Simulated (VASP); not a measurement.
# MoS2 (P-3m1) in VASP: settings compared, part 2 of 2

VASP 6.6.1. The steps go on from the part before.

### Step 4. Single point, PBEsol

This run uses another cell than the first one, of 17.84 Å³/atom, 0.940 times its volume.

Contents of INCAR:

```
SYSTEM = MoS2
PREC     = Accurate       ! precision mode
ENCUT    = 520            ! plane-wave cutoff, eV
EDIFF    = 1E-6           ! SCF threshold, eV
ISMEAR   = -1             ! smearing method
SIGMA    = 0.05           ! smearing width, eV
LREAL    = .FALSE.        ! projectors in reciprocal space
LASPH    = .TRUE.         ! aspherical terms in the spheres
NELM     = 60             ! most SCF steps
ALGO     = Normal         ! electronic algorithm
ISIF     = 2              ! what is computed and relaxed
LWAVE    = .FALSE.        ! write WAVECAR
LCHARG   = .TRUE.         ! write CHGCAR
GGA      = PS             ! functional
LELF     = .TRUE.         ! ELF
LVHAR    = .TRUE.       
NBANDS   = 20             ! bands
```

Contents of KPOINTS:

```
Automatic mesh
0
G
  9 9 4
  0 0 0
```

Contents of POSCAR:

```
MoS2
1.0
    3.1615794509      0.0000000000      0.0000000000
   -1.5807897255      2.7380081205      0.0000000000
    0.0000000000      0.0000000000      6.1836112739
Mo S
1 2
Direct
    0.0000000000      0.0000000000      0.5000000000
    0.6666666667      0.3333333333      0.7446806800
    0.3333333333      0.6666666667      0.2553193200
```

Potentials or basis: VASP PAW PBE potentials, release 64 (Mo_sv, S).

On the command line:

```sh
$ cat potpaw_PBE.64/Mo_sv/POTCAR potpaw_PBE.64/S/POTCAR > POTCAR
$ mpirun -np 1 vasp_std > vasp.out
```

OUTCAR:

```text
SYSTEM = MoS2
   PREC = Accurate
   ENCUT = 520
   EDIFF = 1E-6
   ISMEAR = -1
   LREAL = .FALSE.
   LASPH = .TRUE.
   NELM = 60
   ISIF = 2
   GGA = PS

 ion  position               nearest neighbor table
   1  0.000  0.000  0.500-   2 2.37   3 2.37   3 2.37   2 2.37   2 2.37   3 2.37
   2  0.667  0.333  0.745-   1 2.37   1 2.37   1 2.37
   3  0.333  0.667  0.255-   1 2.37   1 2.37   1 2.37

  LATTYP: Found a hexagonal cell.
 ALAT       =     3.1615794509
 C/A-ratio  =     1.9558614199

  Lattice vectors:

 A1 = (   3.1615794509,   0.0000000000,   0.0000000000)
 A2 = (  -1.5807897255,   2.7380081205,   0.0000000000)
 A3 = (   0.0000000000,   0.0000000000,   6.1836112739)

Analysis of symmetry for initial positions (statically):
=====================================================================
 Subroutine PRICEL returns:
 Original cell was already a primitive cell.

 Routine SETGRP: Setting up the symmetry group for a
 hexagonal supercell.

 Subroutine GETGRP returns: Found 12 space group operations
 (whereof 12 operations were pure point group operations)
[... 157 lines left out ...]
 Free energy of the ion-electron system (eV)
  ---------------------------------------------------
  ext. energy  EPLUGINS =         0.00000000
  ---------------------------------------------------
  free energy    TOTEN  =       -22.55693457 eV

  energy without entropy =      -22.54911477  energy(sigma->0) =      -22.55302467

 E-fermi :   7.6225     XC(G=0): -10.9282

 val. band max:        7.6013577026   @ k =   0.0000   0.0000   0.5000
 cond. band min:       7.6243152363   @ k =   0.3333   0.2222   0.0000
 fundamental gap:      0.0229575337
 Fermi energy:         7.6224566006

 k-point     1 :       0.0000    0.0000    0.0000
  band No.  band energies     occupation
      1     -54.0301      2.00000
      2     -28.1569      2.00000
      3     -28.0588      2.00000
      4     -28.0588      2.00000
      5      -7.6107      2.00000
      6      -5.9537      2.00000
[... 541 lines left out ...]
     19      15.9545      0.00000
     20      16.2368      0.00000

 [... further k-points ...]
[... 5 lines left out ...]
  --------------------------------------------------------------------------------------
  -------------------------------------------------------------------------------------
  Total        1.2950679      1.2950679      2.9687280     -0.0000000      0.0000000     -0.0000000
  in kB       38.7634208     38.7634208     88.8587063     -0.0000000      0.0000000     -0.0000000
  external PRESSURE =      55.4618493 kB  Pullay stress =       0.0000000 kB

 VOLUME and BASIS-vectors are now :
 -----------------------------------------------------------------------------
  energy-cutoff  :      520.00
  volume of cell :       53.53
      direct lattice vectors                 reciprocal lattice vectors
     3.161579451  0.000000000  0.000000000     0.316297602  0.182614506  0.000000000
    -1.580789726  2.738008120  0.000000000     0.000000000  0.365229012  0.000000000
     0.000000000  0.000000000  6.183611274     0.000000000  0.000000000  0.161717798

 POSITION                                       TOTAL-FORCE (eV/Angst)
 -----------------------------------------------------------------------------------
      0.00000      0.00000      3.09181        -0.000000      0.000000      0.000000
      1.58079      0.91267      4.60482        -0.000000      0.000000      1.090866
     -0.00000      1.82534      1.57880         0.000000      0.000000     -1.090866
 -----------------------------------------------------------------------------------
    total drift:                                0.000000     -0.000000      0.000000

  FREE ENERGIE OF THE ION-ELECTRON SYSTEM (eV)
  ---------------------------------------------------
  free  energy   TOTEN  =       -22.5569345673 eV

  energy  without entropy=      -22.5491147677  energy(sigma->0) =      -22.55302467
```

It took 68 s on 1 thread of AMD EPYC, shared host; peak memory 0.16 GiB.

Results:

| Item | Value |
| --- | --- |
| Free energy | -22.5569 eV |
| Pressure | 5.5 GPa |
| Largest force | 1.091 eV/Å |
| Band gap on the k mesh | zero (band 13 reaches 8.29 eV, above the bottom of band 14 at 7.30 eV) |

Forces on the atoms (eV/Å):
```
Mo   0.000  0.000  0.000
S    0.000  0.000  1.091
S    0.000  0.000 -1.091
```

Stress tensor (GPa, compression positive):
```
3.88 0.00 0.00
0.00 3.88 0.00
0.00 0.00 8.89
```

Levels at points of the mesh, in eV from the Fermi level:
| k point | band 9 | band 10 | band 11 | band 12 | band 13 | band 14 | band 15 | band 16 | band 17 | band 18 |
| --- | --- | --- | --- | --- | --- | --- | --- | --- | --- | --- |
| (0.00, 0.00, 0.00) | -4.32 | -1.90 | -1.24 | -1.06 | -1.06 | -0.25 | -0.25 | 3.48 | 3.48 | 6.03 |
| (0.00, 0.00, 0.50) | -4.31 | -3.85 | -1.07 | -1.07 | -0.32 | -0.32 | -0.02 | 3.66 | 3.66 | 5.88 |

Caveat: the PAW data sets were made with another functional, which shifts forces and pressure a little; this functional lacks dispersion, which binds the layers, so the pressure and a relaxed spacing across them are unreliable.

### Step 5. Single point, RPBE+D3(BJ)

This run uses another cell than the first one, of 17.84 Å³/atom, 0.940 times its volume.

Contents of INCAR:

```
PREC = Accurate ; ENCUT = 520
EDIFF = 1E-6 ; ISMEAR = -1
SIGMA = 0.05 ; LREAL = F
LASPH = T ; NELM = 100
ALGO = Normal ; ISIF = 2
LWAVE = F ; LCHARG = F
GGA = RP ; IVDW = 12
NBANDS = 20
```

Contents of KPOINTS:

```
Automatic mesh
0
Gamma
  9 9 4
```

POSCAR is that of step 4.

On the command line:

```sh
$ cat potpaw_PBE.64/Mo_sv/POTCAR potpaw_PBE.64/S/POTCAR > POTCAR
$ mpirun -np 1 vasp_std > vasp.out
```

Wall time 73 s (1 thread of AMD EPYC, shared host); peak memory 0.17 GiB.

The run converged. Its results:

| Property | Result |
| --- | --- |
| Free energy | -25.4583 eV |
| Pressure | -6.2 GPa |
| Largest force | 0.845 eV/Å |
| Band gap on the k mesh | zero (band 13 reaches 8.49 eV, above the bottom of band 14 at 7.44 eV) |
| Dispersion energy per atom | -1.960 eV |

Forces on the atoms (eV/Å):
```
Mo   0.000  0.000  0.000
S    0.000  0.000  0.845
S    0.000  0.000 -0.845
```

Stress tensor (GPa, compression positive):
```
-10.46   0.00   0.00
  0.00 -10.46   0.00
  0.00   0.00   2.27
```

Levels at points of the mesh, in eV from the Fermi level:
| k point | band 11 | band 12 | band 13 | band 14 | band 15 | band 16 |
| --- | --- | --- | --- | --- | --- | --- |
| (0.00, 0.00, 0.00) | -1.19 | -1.06 | -1.06 | -0.30 | -0.30 | 3.43 |
| (0.00, 0.00, 0.50) | -1.06 | -1.06 | -0.37 | -0.37 | -0.05 | 3.62 |

Caveat: the PAW data sets were made with another functional, which shifts forces and pressure a little.

### Step 6. Overview

```csv
level,cell,smearing,gap on the mesh (eV),pressure (GPa),largest force (eV/Å)
PBE,"a = 3.227, b = 3.227, c = 6.312 Å, angles 90.0, 90.0, 120.0°, 3 atoms",gaussian 0.027 eV,none,1.0,0.29
PBE,"a = 3.227, b = 3.227, c = 6.312 Å, angles 90.0, 90.0, 120.0°, 3 atoms",gaussian 0.028 eV,none,1.0,0.29
PBEsol,"a = 3.162, b = 3.162, c = 6.184 Å, angles 90.0, 90.0, 120.0°, 3 atoms",fermi-dirac 0.05 eV,none,5.5,1.09
RPBE+D3(BJ),"a = 3.162, b = 3.162, c = 6.184 Å, angles 90.0, 90.0, 120.0°, 3 atoms",fermi-dirac 0.05 eV,none,-6.2,0.85
```

Alike in all rows: task single point; potentials or basis VASP PAW PBE potentials, release 64 (Mo_sv, S); no spin polarisation; k mesh 9 × 9 × 4; cutoff (eV) 520.

Caveats: this functional lacks dispersion, which binds the layers, so the pressure and a relaxed spacing across them are unreliable (some runs); the PAW data sets were made with another functional, which shifts forces and pressure a little (some runs).

Total energies depend on the potentials used, so only differences within one code and one set of settings carry meaning.
